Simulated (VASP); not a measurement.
# Ca (Im-3m) in VASP: further runs

Ca is run at these levels: PBE; tasks: single point.

Program: VASP 6.6.1. These are calculated values, not measurements. Logs are shortened: lines on timing, memory, paths and dates and some standing lists are left out, and cuts for length are marked.

**1. The cell of the first run**

The structure is cubic, space group Im-3m (No. 229). The conventional cell has a = 4.480 Å, b = 4.480 Å, c = 4.480 Å, α = 90.00°, β = 90.00°, γ = 90.00°. Within 5.1 Å of Ca (site symmetry m-3m) lie 14 Ca at 3.88 to 4.48 Å.

**2. Single point, PBE**

Input file INCAR:

```
ALGO     = Normal         # electronic algorithm
EDIFF    = 1E-6           # SCF threshold, eV
ENCUT    = 520            # plane-wave cutoff, eV
GGA      = PE             # functional
ISIF     = 2              # what is computed and relaxed
ISMEAR   = -1             # smearing method
LASPH    = T              # aspherical terms in the spheres
LCHARG   = F              # write CHGCAR
LREAL    = F              # projectors in reciprocal space
LWAVE    = F              # write WAVECAR
NBANDS   = 11             # bands
NELM     = 80             # most SCF steps
PREC     = Accurate       # precision mode
SIGMA    = 0.1            # smearing width, eV
```

Input file KPOINTS:

```
k-points
0
Gamma
  7 7 7
```

Input file POSCAR:

```
Ca
1.0
   -2.2400000000      2.2400000000      2.2400000000
    2.2400000000     -2.2400000000      2.2400000000
    2.2400000000      2.2400000000     -2.2400000000
Ca
1
Direct
    0.0000000000      0.0000000000      0.0000000000
```

Potentials or basis: VASP PAW PBE potentials, release 64 (Ca_sv).

The run is started by

```console
> cat potpaw_PBE.64/Ca_sv/POTCAR > POTCAR
> mpirun -np 1 vasp_std > vasp.out
```

OUTCAR:

```text
EDIFF = 1E-6
   ENCUT = 520
   GGA = PE
   ISIF = 2
   ISMEAR = -1
   LASPH = T
   LREAL = F
   NELM = 80
   PREC = Accurate

 ion  position               nearest neighbor table
   1  0.000  0.000  0.000-

  LATTYP: Found a body centered cubic cell.
 ALAT       =     4.4800000000

  Lattice vectors:

 A1 = (  -2.2400000000,   2.2400000000,   2.2400000000)
 A2 = (   2.2400000000,  -2.2400000000,   2.2400000000)
 A3 = (   2.2400000000,   2.2400000000,  -2.2400000000)

Analysis of symmetry for initial positions (statically):
=====================================================================
 Subroutine PRICEL returns:
 Original cell was already a primitive cell.

 Routine SETGRP: Setting up the symmetry group for a
 body centered cubic supercell.

 Subroutine GETGRP returns: Found 48 space group operations
 (whereof 48 operations were pure point group operations)
 out of a pool of 48 trial point group operations.

The static configuration has the point symmetry O_h .

Analysis of symmetry for dynamics (positions and initial velocities):
=====================================================================
 Subroutine PRICEL returns:
 Original cell was already a primitive cell.

 Routine SETGRP: Setting up the symmetry group for a
 body centered cubic supercell.

 Subroutine GETGRP returns: Found 48 space group operations
 (whereof 48 operations were pure point group operations)
 out of a pool of 48 trial point group operations.

The dynamic configuration has the point symmetry O_h .

 Subroutine INISYM returns: Found 48 space group operations
 (whereof 48 operations are pure point group operations),
 and found     1 'primitive' translations

----------------------------------------------------------------------------------------

                                     Primitive cell

  volume of cell :      44.9577

  direct lattice vectors                    reciprocal lattice vectors
    -2.240000000  2.240000000  2.240000000     0.000000000  0.223214286  0.223214286
     2.240000000 -2.240000000  2.240000000     0.223214286  0.000000000  0.223214286
     2.240000000  2.240000000 -2.240000000     0.223214286  0.223214286  0.000000000

  length of vectors
     3.879793809  3.879793809  3.879793809     0.315672670  0.315672670  0.315672670

  position of ions in fractional coordinates (direct lattice)
     0.000000000  0.000000000  0.000000000

  ion indices of the primitive-cell ions
[... 74 lines left out ...]
   NFREE  =      0    steps in history (QN), initial steepest desc. (CG)
   ISIF   =      2    stress and relaxation
   ISYM   =      2    0-nonsym 1-usesym 2-fastsym
   POTIM  = 0.5000    time-step for ionic-motion
   TEBEG  =    0.0;   TEEND  =   0.0 temperature during run
   PSTRESS=    0.0 pullay stress
   NELECT =      10.0000    total number of electrons
   NUPDOWN=      -1.0000    fix difference up-down
   EMIN   =  10.00;   EMAX   =-10.00  energy-range for DOS
   EFERMI =   0.00;   METHOD = LEGACY
   ISMEAR =    -1;   SIGMA  =   0.10  broadening in eV -4-tet -1-fermi 0-gaus
   EFERMI_NEDOS =   21; number of points for ismear=-14 and -15
   IALGO  =     38    algorithm
   IMIX   =      4    mixing-type and parameters
     AMIX     =   0.40;   BMIX     =  1.00
     AMIX_MAG =   1.60;   BMIX_MAG =  1.00
  volume/ion in A,a.u.               =      44.96       303.39
  Fermi-wavevector in a.u.,A,eV,Ry     =   0.991913  1.874443 13.386649  0.983891
  Thomas-Fermi vector in A             =   2.123688
   LORBIT       =      0    0 simple, 1 ext, 2 COOP (PROOUT), +10 PAW based schemes
   GGA     = PE    functional components
   LHFCALC =     F    Hartree Fock is set to
   AEXX    =    0.0000 exact exchange contribution
   IVDW    =     0    specifies the selected vdW correction
   LEPSILON=     F    determine dielectric tensor
   LRPA    =     F    only Hartree local field effects (RPA)
 non-spin polarized calculation
  energy-cutoff  :      520.00
  volume of cell :       44.96
 maximum number of plane-waves:      1224
 NGX is ok and might be reduce to    30
   NGX = 15   NGY = 15   NGZ = 15

 number of electron      10.0000001 magnetization

 Free energy of the ion-electron system (eV)
  ---------------------------------------------------
  ext. energy  EPLUGINS =         0.00000000
  ---------------------------------------------------
  free energy    TOTEN  =        -1.93268949 eV

  energy without entropy =       -1.88596267  energy(sigma->0) =       -1.90932608

 E-fermi :   1.7398     XC(G=0):  -7.5424

 val. band max:        1.7164448129   @ k =   0.4286   0.1429   0.0000
 cond. band min:       1.7653453370   @ k =  -0.4286   0.4286   0.4286
 fundamental gap:      0.0489005241
 Fermi energy:         1.7398051853

 k-point     1 :       0.0000    0.0000    0.0000
  band No.  band energies     occupation
      1     -40.4489      2.00000
      2     -21.3711      2.00000
      3     -21.3711      2.00000
      4     -21.3711      2.00000
      5      -2.1912      2.00000
      6       3.9661      0.00000
      7       3.9661      0.00000
      8       3.9661      0.00000
      9       4.9531      0.00000
     10       4.9531      0.00000
     11      11.6492      0.00000
[... 253 lines left out ...]
 k-point    20 :      -0.4286    0.4286    0.4286
  band No.  band energies     occupation
      1     -40.4303      2.00000
      2     -21.4510      2.00000
      3     -21.4477      2.00000
      4     -21.4477      2.00000
      5       1.7653      0.87299
      6       1.9901      0.15134
      7       4.7883      0.00000
      8       4.7883      0.00000
      9       5.0008      0.00000
     10       5.5927      0.00000
     11       6.5407      0.00000

------------------------ aborting loop because EDIFF is reached ----------------------------------------

  FORCE on cell =-STRESS in cart. coord.  units (eV):
  Direction    XX          YY          ZZ          XY          YZ          ZX
  --------------------------------------------------------------------------------------
  -------------------------------------------------------------------------------------
  Total       -0.2684890     -0.2684890     -0.2684890      0.0000000     -0.0000000      0.0000000
  in kB       -9.5682627     -9.5682627     -9.5682627      0.0000000     -0.0000000      0.0000000
  external PRESSURE =      -9.5682627 kB  Pullay stress =       0.0000000 kB

 VOLUME and BASIS-vectors are now :
 -----------------------------------------------------------------------------
  energy-cutoff  :      520.00
  volume of cell :       44.96
      direct lattice vectors                 reciprocal lattice vectors
    -2.240000000  2.240000000  2.240000000     0.000000000  0.223214286  0.223214286
     2.240000000 -2.240000000  2.240000000     0.223214286  0.000000000  0.223214286
     2.240000000  2.240000000 -2.240000000     0.223214286  0.223214286  0.000000000

 POSITION                                       TOTAL-FORCE (eV/Angst)
 -----------------------------------------------------------------------------------
      0.00000      0.00000      0.00000         0.000000     -0.000000      0.000000
 -----------------------------------------------------------------------------------
    total drift:                               -0.000000     -0.000000      0.000000

  FREE ENERGIE OF THE ION-ELECTRON SYSTEM (eV)
  ---------------------------------------------------
  free  energy   TOTEN  =        -1.9326894895 eV

  energy  without entropy=       -1.8859626732  energy(sigma->0) =       -1.90932608
```

Run time: 6.9 s. Hardware: 1 thread of Intel Xeon Platinum 8488C (Sapphire Rapids), shared host; peak memory 0.16 GiB.

What came out:

```
Free energy            : -1.9327 eV
Pressure               : -1.0 GPa
Band gap on the k mesh : zero (band 5 reaches 1.99 eV, above the bottom of band 6 at 1.72 eV)
```

Levels at points of the mesh, in eV from the Fermi level:
```tsv
k point	band 2	band 3	band 4	band 5	band 6	band 7	band 8	band 9
(0.00, 0.00, 0.00)	-23.11	-23.11	-23.11	-3.93	2.23	2.23	2.23	3.21
```

**3. Single point, PBE**

Input file INCAR:

```
SYSTEM = Ca
PREC = Accurate
ENCUT = 520
EDIFF = 1E-6
ISMEAR = -1
SIGMA = 0.1
LREAL = .FALSE.
LASPH = .TRUE.
NELM = 60
ALGO = Normal
ISIF = 2
LWAVE = .FALSE.
LCHARG = .FALSE.
GGA = PE
NBANDS = 11
```

Input file KPOINTS:

```
regular mesh
0
G
  7 7 7
  0 0 0
```

POSCAR is that of step 2.

Potentials or basis: VASP PAW PBE potentials, release 64 (Ca_sv).

The run is started by

```console
> cat potpaw_PBE.64/Ca_sv/POTCAR > POTCAR
> mpirun -np 1 vasp_std > vasp.out
```

It took 6.7 s on 1 thread of Intel Xeon Platinum 8488C (Sapphire Rapids), shared host; peak memory 0.16 GiB.

It converged, with:

```
Free energy            : -1.9327 eV
Pressure               : -1.0 GPa
Band gap on the k mesh : zero (band 5 reaches 1.99 eV, above the bottom of band 6 at 1.72 eV)
```

Levels at points of the mesh, in eV from the Fermi level:
```
           k point  band 3  band 4  band 5  band 6  band 7  band 8
(0.00, 0.00, 0.00)  -23.11  -23.11   -3.93    2.23    2.23    2.23
```

**4. Single point, PBE**

Input file INCAR:

```
SYSTEM = Ca
ALGO     = Normal         ! electronic algorithm
EDIFF    = 1E-6           ! SCF threshold, eV
ENCUT    = 520            ! plane-wave cutoff, eV
GGA      = PE             ! functional
ISIF     = 2              ! what is computed and relaxed
ISMEAR   = 0              ! smearing method
LASPH    = .True.         ! aspherical terms in the spheres
LCHARG   = .False.        ! write CHGCAR
LREAL    = .False.        ! projectors in reciprocal space
LWAVE    = .False.        ! write WAVECAR
NBANDS   = 11             ! bands
NELM     = 100            ! most SCF steps
PREC     = Accurate       ! precision mode
SIGMA    = 0.05           ! smearing width, eV
```

Input file KPOINTS:

```
k-points
0
Gamma
  7 7 7
  0 0 0
```

POSCAR is that of step 3.

Potentials or basis: VASP PAW PBE potentials, release 64 (Ca_sv).

The run is started by

```console
> cat potpaw_PBE.64/Ca_sv/POTCAR > POTCAR
> mpirun -np 1 vasp_std > vasp.out
```

OUTCAR:

```text
SYSTEM = Ca
   EDIFF = 1E-6
   ENCUT = 520
   GGA = PE
   ISIF = 2
   ISMEAR = 0
   LASPH = .True.
   LREAL = .False.
   NELM = 100
   PREC = Accurate

 ion  position               nearest neighbor table
   1  0.000  0.000  0.000-

  LATTYP: Found a body centered cubic cell.
 ALAT       =     4.4800000000

  Lattice vectors:

 A1 = (  -2.2400000000,   2.2400000000,   2.2400000000)
 A2 = (   2.2400000000,  -2.2400000000,   2.2400000000)
 A3 = (   2.2400000000,   2.2400000000,  -2.2400000000)

Analysis of symmetry for initial positions (statically):
=====================================================================
 Subroutine PRICEL returns:
 Original cell was already a primitive cell.

 Routine SETGRP: Setting up the symmetry group for a
 body centered cubic supercell.

 Subroutine GETGRP returns: Found 48 space group operations
 (whereof 48 operations were pure point group operations)
 out of a pool of 48 trial point group operations.

The static configuration has the point symmetry O_h .

[... 159 lines left out ...]
 Fermi energy:         1.7409429327

 k-point     1 :       0.0000    0.0000    0.0000
  band No.  band energies     occupation
      1     -40.4642      2.00000
      2     -21.3851      2.00000
      3     -21.3851      2.00000
      4     -21.3851      2.00000
      5      -2.1934      2.00000
      6       3.9563      0.00000
      7       3.9563      0.00000
      8       3.9563      0.00000
      9       4.9453      0.00000
     10       4.9453      0.00000
     11      11.6486      0.00000
[... 253 lines left out ...]
 k-point    20 :      -0.4286    0.4286    0.4286
  band No.  band energies     occupation
      1     -40.4456      2.00000
      2     -21.4650      2.00000
      3     -21.4617      2.00000
      4     -21.4617      2.00000
      5       1.7625      0.54229
      6       1.9869      0.00000
      7       4.7810      0.00000
      8       4.7810      0.00000
      9       4.9960      0.00000
     10       5.5814      0.00000
     11       6.5325      0.00000

------------------------ aborting loop because EDIFF is reached ----------------------------------------

  FORCE on cell =-STRESS in cart. coord.  units (eV):
  Direction    XX          YY          ZZ          XY          YZ          ZX
  --------------------------------------------------------------------------------------
  -------------------------------------------------------------------------------------
  Total       -0.2470926     -0.2470926     -0.2470926      0.0000000      0.0000000     -0.0000000
  in kB       -8.8057497     -8.8057497     -8.8057497      0.0000000      0.0000000     -0.0000000
  external PRESSURE =      -8.8057497 kB  Pullay stress =       0.0000000 kB

 VOLUME and BASIS-vectors are now :
 -----------------------------------------------------------------------------
  energy-cutoff  :      520.00
  volume of cell :       44.96
      direct lattice vectors                 reciprocal lattice vectors
    -2.240000000  2.240000000  2.240000000     0.000000000  0.223214286  0.223214286
     2.240000000 -2.240000000  2.240000000     0.223214286  0.000000000  0.223214286
     2.240000000  2.240000000 -2.240000000     0.223214286  0.223214286  0.000000000

 POSITION                                       TOTAL-FORCE (eV/Angst)
 -----------------------------------------------------------------------------------
      0.00000      0.00000      0.00000         0.000000     -0.000000      0.000000
 -----------------------------------------------------------------------------------
    total drift:                               -0.000000     -0.000000      0.000000

  FREE ENERGIE OF THE ION-ELECTRON SYSTEM (eV)
  ---------------------------------------------------
  free  energy   TOTEN  =        -1.9055817016 eV

  energy  without entropy=       -1.9017564658  energy(sigma->0) =       -1.90366908
```

OSZICAR:

```text
N       E                     dE             d eps       ncg     rms          rms(c)
DAV:   1     0.609187613933E+02    0.60919E+02   -0.47891E+03   440   0.790E+02
DAV:   2    -0.383545755754E+00   -0.61302E+02   -0.60729E+02   488   0.203E+02
DAV:   3    -0.184762349171E+01   -0.14641E+01   -0.14481E+01   648   0.293E+01
DAV:   4    -0.190865283965E+01   -0.61029E-01   -0.60729E-01   549   0.477E+00
DAV:   5    -0.191010823490E+01   -0.14554E-02   -0.14552E-02   631   0.695E-01    0.223E+00
DAV:   6    -0.190606787228E+01    0.40404E-02   -0.10565E-02   547   0.111E+00    0.136E+00
DAV:   7    -0.190594115261E+01    0.12672E-03   -0.16067E-02   507   0.146E+00    0.949E-02
DAV:   8    -0.190555804873E+01    0.38310E-03   -0.16448E-03   526   0.389E-01    0.233E-02
DAV:   9    -0.190558025024E+01   -0.22202E-04   -0.97813E-05   577   0.818E-02    0.116E-02
DAV:  10    -0.190558253536E+01   -0.22851E-05   -0.94055E-06   666   0.234E-02    0.982E-04
DAV:  11    -0.190558170164E+01    0.83372E-06   -0.24334E-07   325   0.465E-03
   1 F= -.19055817E+01 E0= -.19036691E+01  d E =-.382524E-02
```

Wall time 7.6 s (1 thread of Intel Xeon Platinum 8488C (Sapphire Rapids), shared host); peak memory 0.16 GiB.

What came out:

```
Free energy            : -1.9056 eV
Pressure               : -0.9 GPa
Band gap on the k mesh : zero (band 5 reaches 1.99 eV, above the bottom of band 6 at 1.71 eV)
```

Levels at points of the mesh, in eV from the Fermi level:
```csv
k point,band 2,band 3,band 4,band 5,band 6,band 7,band 8,band 9
"(0.00, 0.00, 0.00)",-23.13,-23.13,-23.13,-3.93,2.22,2.22,2.22,3.20
```
